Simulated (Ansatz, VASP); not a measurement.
SiSn5: VASP beside Ansatz

INCAR

```
SYSTEM = SiSn5
PREC = Accurate
ENCUT = 520
EDIFF = 1E-6
ISMEAR = 0
SIGMA = 0.1
LREAL = .False.
LASPH = .True.
NELM = 60
ALGO = Fast
ISIF = 2
LWAVE = .False.
LCHARG = .True.
GGA = PE
LELF = .True.
LVHAR = .True.
NBANDS = 46
```

The input KPOINTS:

```
regular mesh
0
Gamma
  6 6 1
  0 0 0
```

The input POSCAR:

```
SiSn5
1.0
    3.5454575200      0.0000000000      0.0000000000
   -1.7727287600      3.0704562800      0.0000000000
    0.0000000000      0.0000000000     17.9162272800
Si Sn
1 5
Direct
    0.0000000000      0.0000000000      0.0000000000
    0.6666666700      0.3333333300      0.8349520000
    0.0000000000      0.0000000000      0.6673210300
    0.6666666700      0.3333333300      0.5000000000
    0.0000000000      0.0000000000      0.3326789700
    0.6666666700      0.3333333300      0.1650480000
```

Input for Ansatz:

```yaml
crystal:
  lattice:
    - [3.54545752, 0.0, 0.0]
    - [-1.77272876, 3.07045628, 0.0]
    - [0.0, 0.0, 17.91622728]
  atoms:
    - { symbol: Si, position: [0.0, 0.0, 0.0] }
    - { symbol: Sn, position: [0.66666667, 0.33333333, 0.834952] }
    - { symbol: Sn, position: [0.0, 0.0, 0.66732103] }
    - { symbol: Sn, position: [0.66666667, 0.33333333, 0.5] }
    - { symbol: Sn, position: [0.0, 0.0, 0.33267897] }
    - { symbol: Sn, position: [0.66666667, 0.33333333, 0.165048] }
basis:
  ecutwfc: 420
kpoints:
  mp_grid: { grid: [6, 6, 1] }
hamiltonian:
  xc: pbe
scf:
  occupations: { method: gaussian, width: 0.1 }
  lower_state_search: "off"
output:
  forces: true
  stress: true
  eigenvalues: true
```

Change from the starting cell: species swapped into the Mg5Cd type (P-6m2, No. 187).

Alike in both runs: task single point; functional PBE; k mesh 6 × 6 × 1; occupations gaussian, width 0.1 eV; no spin polarisation.

```csv
,VASP,Ansatz
version,VASP 6.6.1,Ansatz 0.2.0
potentials or method,"VASP PAW PBE potentials, release 64 (Si, Sn_d), cutoff 520 eV","scalar-relativistic, plane waves, PAW"
valence electrons in the cell,74,74
```

```tsv
	VASP	Ansatz	Ansatz less VASP
gap on the k mesh at the Fermi level (eV)	none	none	-
pressure (GPa)	-6.4	-6.4	+0.07
traceless stress, the component that is largest in VASP (GPa)	-0.40	-0.40	+0.002
rms of the force components (eV/Å)	0.127	0.127	-0.0002
```

Atom by atom the forces differ by 0.000 eV/Å (rms over components). A gap of «none» marks a metal or a gap that the smearing closes.
